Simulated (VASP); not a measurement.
Runs of VASP 6.6.1 on CaO. The structure is that of space group I-4m2 (No. 119), or close to it. The cells are those of the table. 

```tsv
level	cell	k mesh	smearing	grid for exact exchange (PRECFOCK)	share of exact exchange	screening parameter	gap on the mesh (eV)	pressure (GPa)
PBE	a = 3.648, b = 3.648, c = 3.779 Å, angles 58.8, 58.8, 62.4°, 2 atoms	8 × 8 × 8	fermi-dirac 0.02 eV	-	-	-	3.27	1.5
HSE06	a = 3.730, b = 3.730, c = 3.502 Å, angles 62.0, 62.0, 56.0°, 2 atoms	6 × 6 × 6	gaussian 0.01 eV	Normal	0.25	0.2079 1/Å	4.68	(a)
PBE	a = 3.730, b = 3.730, c = 3.502 Å, angles 62.0, 62.0, 56.0°, 2 atoms	8 × 8 × 8	fermi-dirac 0.02 eV	-	-	-	3.29	4.2
PBE	a = 3.730, b = 3.730, c = 3.502 Å, angles 62.0, 62.0, 56.0°, 2 atoms	6 × 6 × 6	gaussian 0.01 eV	-	-	-	3.29	4.2
PBE	a = 3.648, b = 3.648, c = 3.779 Å, angles 58.8, 58.8, 62.4°, 2 atoms	6 × 6 × 6	gaussian 0.01 eV	-	-	-	3.27	1.5
```

Alike in all rows: no spin polarisation.

**Question.** Fill in the values left out.

**Answer.** (a) 3.0.

Caveats: the cell stands under pressure (at least some runs); the PAW data sets were made with another functional, which shifts forces and pressure a little (at least some runs).

A k mesh can miss the band edges.
